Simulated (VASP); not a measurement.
# Mg6F in VASP: notebook, part 2 of 2

VASP 6.6.1. Earlier steps stand in the parts before.

## 6. Single point, PBE

INCAR reads:

```
PREC = Accurate
ENCUT = 520
EDIFF = 1E-7
ISMEAR = 0
SIGMA = 0.1
LREAL = False
LASPH = True
NELM = 60
ALGO = Normal
ISIF = 2
LWAVE = False
LCHARG = False
LDIPOL = True
IDIPOL = 3
DIPOL = 0.5 0.5 0.321
GGA = PE
NBANDS = 18
```

KPOINTS reads:

```
regular mesh
0
Gamma
  9 4 1
```

POSCAR reads:

```
Mg6F
1.0
    3.2034417932      0.0000000000      0.0000000000
   -1.6017208966      7.8153198520      0.0000000000
    0.0000000000      0.0000000000     20.9851131634
Mg F
6 1
Direct
    0.8493879956      0.6987759913      0.1906113143
    0.5210014932      0.0420029864      0.2197581863
    0.1926149907      0.3852299814      0.2489050583
    0.3710660944      0.7414803149      0.3283003664
    0.0426232582      0.0834482649      0.3542380799
    0.7128162912      0.4251093731      0.3805132287
    0.7128162912      0.9251093731      0.5249012992
```

Potentials or basis: VASP PAW PBE potentials, release 64 (Mg, F).

Run with:

```console
> cat potpaw_PBE.64/Mg/POTCAR potpaw_PBE.64/F/POTCAR > POTCAR
> mpirun -np 1 vasp_std > vasp.out
```

OUTCAR:

```text
PREC = Accurate
   ENCUT = 520
   EDIFF = 1E-7
   ISMEAR = 0
   LREAL = False
   LASPH = True
   NELM = 60
   ISIF = 2
   GGA = PE

 ion  position               nearest neighbor table
   1  0.849  0.699  0.191-   3 3.17   3 3.17   2 3.18   2 3.18   4 3.32   4 3.32
   2  0.521  0.042  0.220-   3 3.18   3 3.18   1 3.18   1 3.18   5 3.26   5 3.26   4 3.27
   3  0.193  0.385  0.249-   1 3.17   1 3.17   2 3.18   2 3.18   6 3.21   6 3.21   5 3.23   4 3.24

   4  0.371  0.741  0.328-   6 3.14   6 3.14   5 3.16   5 3.16   3 3.24   2 3.27   1 3.32   1 3.32

   5  0.043  0.083  0.354-   6 3.16   4 3.16   6 3.16   4 3.16   3 3.23   2 3.26   2 3.26
   6  0.713  0.425  0.381-   4 3.14   4 3.14   5 3.16   5 3.16   3 3.21   3 3.21
   7  0.713  0.925  0.525-

  LATTYP: Found a base centered orthorhombic cell.
 ALAT       =     3.2034417932
 B/A-ratio  =     4.8793268968
 C/A-ratio  =     6.5508020804

  Lattice vectors:

 A1 = (   1.6017208966,  -7.8153198520,   0.0000000000)
 A2 = (   1.6017208966,   7.8153198520,   0.0000000000)
 A3 = (   0.0000000000,   0.0000000000,  20.9851131634)

Analysis of symmetry for initial positions (statically):
[... 213 lines left out ...]
      4      -7.2332      2.00000
      5      -6.9188      2.00000
      6      -5.2983      2.00000
[... 376 lines left out ...]
      5      -4.4770      2.00000
      6      -4.1082      2.00000
[... 10 lines left out ...]
     17      -0.3686      0.00000
     18      -0.1640      0.00000

------------------------ aborting loop because EDIFF is reached ----------------------------------------

 vacuum level on the upper side and lower side of the slab       (xc-potential included)         2.493        -2.519

  FORCE on cell =-STRESS in cart. coord.  units (eV):
  Direction    XX          YY          ZZ          XY          YZ          ZX
  --------------------------------------------------------------------------------------
  -------------------------------------------------------------------------------------
  Total       -3.2885372     -0.9122043     -3.0195437     -0.3994700      0.2806055      0.0507000
  in kB      -10.0285565     -2.7818120     -9.2082478     -1.2182034      0.8557202      0.1546123
  external PRESSURE =      -7.3395388 kB  Pullay stress =       0.0000000 kB

 VOLUME and BASIS-vectors are now :
 -----------------------------------------------------------------------------
  energy-cutoff  :      520.00
  volume of cell :      525.38
      direct lattice vectors                 reciprocal lattice vectors
     3.203441793  0.000000000  0.000000000     0.312164249  0.063976908  0.000000000
    -1.601720897  7.815319852  0.000000000     0.000000000  0.127953816  0.000000000
     0.000000000  0.000000000 20.985113163     0.000000000  0.000000000  0.047652829

 POSITION                                       TOTAL-FORCE (eV/Angst)
 -----------------------------------------------------------------------------------
      1.60172      5.46116      4.00000         0.000698      0.018472      0.127306
      1.60172      0.32827      4.61165        -0.001954     -0.027421      0.071517
      0.00000      3.01070      5.22330         0.000793      0.005238     -0.124894
      0.00104      5.79491      6.88942         0.005418      0.024852      0.077540
      0.00288      0.65217      7.43373        -0.020640     -0.132563      0.399708
      1.60256      3.32237      7.98511         0.000586      0.035860      0.224590
      0.80170      7.23003     11.01511         0.015100      0.075561     -0.775767
 -----------------------------------------------------------------------------------
    total drift:                                0.000559     -0.000245     -0.000420

  FREE ENERGIE OF THE ION-ELECTRON SYSTEM (eV)
  ---------------------------------------------------
  free  energy   TOTEN  =        -8.9672264090 eV

  energy  without entropy=       -8.9214890073  energy(sigma->0) =       -8.94435771

 vacuum level on the upper side and lower side of the slab         5.215         0.071
```

OSZICAR:

```text
N       E                     dE             d eps       ncg     rms          rms(c)
DAV:   1     0.933288073335E+02    0.93329E+02   -0.49399E+03   724   0.657E+02
DAV:   2     0.964713257561E+01   -0.83682E+02   -0.76540E+02   986   0.114E+02
DAV:   3    -0.133405497063E+02   -0.22988E+02   -0.22615E+02   850   0.614E+01
[... 39 lines left out ...]
DAV:  43    -0.896722541796E+01    0.33462E-06   -0.55075E-07   780   0.352E-03    0.240E-03
DAV:  44    -0.896722594874E+01   -0.53078E-06   -0.63236E-08   618   0.128E-03    0.556E-03
DAV:  45    -0.896722611925E+01   -0.17051E-06   -0.77212E-08   634   0.696E-04    0.173E-03
DAV:  46    -0.896722631275E+01   -0.19349E-06   -0.19646E-08   630   0.718E-04    0.898E-04
DAV:  47    -0.896722640899E+01   -0.96246E-07   -0.81943E-09   540   0.430E-04
   1 F= -.89672264E+01 E0= -.89443577E+01  d E =-.457374E-01
```

stdout:

```text
POSCAR found type information on POSCAR MgF
 POSCAR found :  2 types and       7 ions
 scaLAPACK will be used
 LDA part: xc-table for (Slater+PW92), standard interpolation
 -----------------------------------------------------------------------------
|                                                                             |
|           W    W    AA    RRRRR   N    N  II  N    N   GGGG   !!!           |
|           W    W   A  A   R    R  NN   N  II  NN   N  G    G  !!!           |
|           W    W  A    A  R    R  N N  N  II  N N  N  G       !!!           |
|           W WW W  AAAAAA  RRRRR   N  N N  II  N  N N  G  GGG   !            |
|           WW  WW  A    A  R   R   N   NN  II  N   NN  G    G                |
|           W    W  A    A  R    R  N    N  II  N    N   GGGG   !!!           |
|                                                                             |
|     Your reciprocal lattice and k-lattice belong to different lattice       |
|     classes:                                                                |
|                                                                             |
|        The reciprocal lattice is base centered orthorhombic,                |
|        whereas your k-lattice is simple monoclinic.                         |
|                                                                             |
|     Results are often still useful ...                                      |
|                                                                             |
 -----------------------------------------------------------------------------

 POSCAR, INCAR and KPOINTS ok, starting setup
 FFT: planning ... GRIDC
 FFT: planning ... GRID_SOFT
 FFT: planning ... GRID
 WAVECAR not read
 entering main loop
```

It took 8.1 min on 1 thread of Intel Xeon Platinum 8488C (Sapphire Rapids), shared host; peak memory 0.57 GiB.

Results:

| Quantity | Value |
| --- | --- |
| Free energy | -8.9672 eV |
| Largest force | 0.780 eV/Å |

Forces on the atoms (eV/Å):
```
Mg   0.001  0.018  0.127
Mg  -0.002 -0.027  0.072
Mg   0.001  0.005 -0.125
Mg   0.005  0.025  0.078
Mg  -0.021 -0.133  0.400
Mg   0.001  0.036  0.225
F    0.015  0.076 -0.776
```

Caveat: an odd number of electrons without spin polarisation forces a metal; a magnetic or distorted state may lie lower.
